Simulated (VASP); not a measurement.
A run of VASP 6.6.1:

Contents of INCAR:

```
SYSTEM = GeW
ALGO     = Normal         ! electronic algorithm
EDIFF    = 1E-6           ! SCF threshold, eV
ENCUT    = 500            ! plane-wave cutoff, eV
GGA      = PE             ! functional
GGA_COMPAT= .FALSE.      
ISIF     = 2              ! what is computed and relaxed
ISMEAR   = 0              ! smearing method
LASPH    = .TRUE.         ! aspherical terms in the spheres
LCHARG   = .TRUE.         ! write CHGCAR
LELF     = .TRUE.         ! ELF
LREAL    = .FALSE.        ! projectors in reciprocal space
LVHAR    = .TRUE.       
LWAVE    = .FALSE.        ! write WAVECAR
NBANDS   = 36             ! bands
NELM     = 120            ! most SCF steps
PREC     = Accurate       ! precision mode
SIGMA    = 0.2            ! smearing width, eV
```

File KPOINTS:

```
k-points
0
G
  6 6 5
  0 0 0
```

File POSCAR:

```
GeW
1.0
    1.5877953704     -4.5656888982      0.0000000000
    1.5877953704      4.5656888982      0.0000000000
    0.0000000000      0.0000000000      4.3767904557
Ge W
2 2
Direct
    0.5973885571      0.4026114429      0.7500000000
    0.4026114429      0.5973885571      0.2500000000
    0.8730158959      0.1269841041      0.7500000000
    0.1269841041      0.8730158959      0.2500000000
```

Potentials or basis: VASP PAW PBE potentials, release 64 (Ge_d, W_sv).

Command:

```sh
$ cat potpaw_PBE.64/Ge_d/POTCAR potpaw_PBE.64/W_sv/POTCAR > POTCAR
$ mpirun -np 1 vasp_std > vasp.out
```

Hardware: 1 thread of Intel Xeon 8259CL (shared host).

Question: Estimate the wall time of this run.

Answer: It took 110 s on 1 thread of Intel Xeon 8259CL, on a shared host, peak memory 0.23 GiB. Counts: scf iterations 13, k points 39.
